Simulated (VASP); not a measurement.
Ba2O (antifluorite type), 3 atoms in the cell. The structure is cubic, space group Fm-3m (No. 225). Conventional cell: a = 6.924 Å, b = 6.924 Å, c = 6.924 Å, α = 90.00°, β = 90.00°, γ = 90.00°. Within 3.9 Å of Ba (site symmetry -43m) lie 4 O at 3.00 Å and 6 Ba at 3.46 Å. Within 3.9 Å of O (site symmetry m-3m) lie 8 Ba at 3.00 Å. 

* Program: VASP 6.6.1
* Task: single point
* Functional: PBE
* Potentials or basis: VASP PAW PBE potentials, release 64 (Ba_sv, O)
* Cutoff: 520 eV
* k mesh: 10 × 10 × 10
* Occupations: fermi-dirac, width 0.0612256 eV
* Spin: no spin polarisation
* Dipole correction: no
* Further INCAR settings: ALGO = Normal; EDIFF = 1e-06; NBANDS = 20

Potentials or basis: VASP PAW PBE potentials, release 64 (Ba_sv, O).

Launch:

```bash
$ cat potpaw_PBE.64/Ba_sv/POTCAR potpaw_PBE.64/O/POTCAR > POTCAR
$ mpirun -np 1 vasp_std > vasp.out
```

Hardware: 1 thread of Intel(R) Xeon(R) Platinum 8375C CPU @ 2.90GHz (Ice Lake), with other jobs on the host.

Q: Estimate the wall time of this run.

A: Wall time 110 s on 1 thread of Intel(R) Xeon(R) Platinum 8375C CPU @ 2.90GHz (Ice Lake), with other jobs on the host, peak memory 0.24 GiB. Counts: scf iterations 14, k points 47.
